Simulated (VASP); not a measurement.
Here is a VASP 6.6.1 calculation.

Contents of INCAR:

```
SYSTEM = Li
  PREC = Accurate
  ENCUT = 600
  EDIFF = 1E-7
  ISMEAR = -1
  SIGMA = 0.1
  LREAL = .False.
  LASPH = .True.
  NELM = 100
  ALGO = Normal
  ISIF = 4
  LWAVE = .False.
  LCHARG = .False.
  GGA = PE
  IBRION = 2
  NSW = 50
  EDIFFG = -0.005
```

The input KPOINTS:

```
Automatic mesh
0
Gamma
  16 16 15
  0 0 0
```

POSCAR

```
Li
1.0
    2.7728384318      0.0000000000      0.0000000000
   -1.3864192159      2.4013485226      0.0000000000
    0.0000000000      0.0000000000      2.5595573914
Li
1
Direct
    0.0000000000      0.0000000000      0.0000000000
```

Potentials or basis: VASP PAW PBE potentials, release 64 (Li_sv).

Launch:

```sh
$ cat potpaw_PBE.64/Li_sv/POTCAR > POTCAR
$ mpirun -np 1 vasp_std > vasp.out
```

Problem. Predict the band gap on the k mesh.

Solution. Zero (an odd number of electrons rules out a gap without spin polarisation).

Final structure:
```cif
data_structure
_symmetry_space_group_name_H-M 'P 1'
_symmetry_Int_Tables_number 1
_cell_length_a 2.7765
_cell_length_b 2.7765
_cell_length_c 2.5528
_cell_angle_alpha 90.000
_cell_angle_beta 90.000
_cell_angle_gamma 120.000
_cell_volume 17.04
loop_
_atom_site_label
_atom_site_type_symbol
_atom_site_fract_x
_atom_site_fract_y
_atom_site_fract_z
_atom_site_occupancy
Li1 Li 0.00000 0.00000 0.00000 1
```
